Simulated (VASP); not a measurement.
Runs of VASP 6.6.1 on Cs. The structure is that of space group Im-3m (No. 229), or close to it. The cells are those of the table. 

```csv
level,cell,k mesh,grid for exact exchange (PRECFOCK),share of exact exchange,gap on the mesh (eV),pressure (GPa)
r2SCAN,"a = 5.308 Å, angles 109.5°, 1 atom",6 × 6 × 6,-,-,none,0.1
PBE0,"a = 5.419 Å, angles 109.5°, 1 atom",4 × 4 × 4,Normal,0.25,none,0.0
r2SCAN,"a = 5.419 Å, angles 109.5°, 1 atom",4 × 4 × 4,-,-,none,0.1
PBE,"a = 5.419 Å, angles 109.5°, 1 atom",6 × 6 × 6,-,-,none,(a)
```

Alike in all rows: task single point; no spin polarisation; cutoff (eV) 520; smearing fermi-dirac 0.05 eV.

Q: Estimate the missing entries.

A: (a) -0.1.

Caveats: spin-orbit coupling is left out, which moves the levels of the heavy elements; the PAW data sets were made with another functional, which shifts forces and pressure a little (at least some runs).

A k mesh can miss the band edges, and the runs leave out spin-orbit coupling on Cs.

A gap of «none» marks levels without a gap at the run's occupations.
